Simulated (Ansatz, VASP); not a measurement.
**CuO: VASP beside Ansatz**

```
CELL_PARAMETERS angstrom
3.17550 0.00000 0.00000
0.00000 3.17550 0.00000
0.00000 0.00000 4.64953
ATOMIC_POSITIONS crystal
Cu 0.00000 0.00000 0.00000
Cu 0.50000 0.50000 0.00000
O 0.50000 0.00000 0.26700
O 0.00000 0.50000 0.73300
```

Alike in both runs: functional BLYP; k mesh 5 × 5 × 4; occupations fermi-dirac, width 0.05 eV; no spin polarisation.

|  | VASP | Ansatz |
| --- | --- | --- |
| version | VASP 6.6.1 | Ansatz 0.2.0 |
| potentials or method | VASP PAW PBE potentials, release 64 (Cu_sv_GW, O) | Ansatz PAW |
| plane-wave cutoff (eV) | 700 | 420 |
| valence electrons in the cell | 50 | 50 |
| task | single point | band structure |

Ansatz gave:

| Property | Result |
| --- | --- |
| gap on the k mesh at the Fermi level (eV) | none |
| pressure (GPa) | 22.4 |
| traceless stress, the component that is largest in VASP (GPa) | -27.27 |
| rms of the force components (eV/Å) | 0.247 |

Q: Estimate VASP's values.

A: gap on the k mesh at the Fermi level (eV): none; pressure (GPa): 20.6; traceless stress, the component that is largest in VASP (GPa): -27.59; rms of the force components (eV/Å): 0.224.

VASP's potentials were made for PBE, not for BLYP. Atom by atom the forces differ by 0.023 eV/Å (rms over components). A gap of «none» marks a metal or a gap that the smearing closes.

The k mesh is coarse, so the values compare programs but aren't converged.
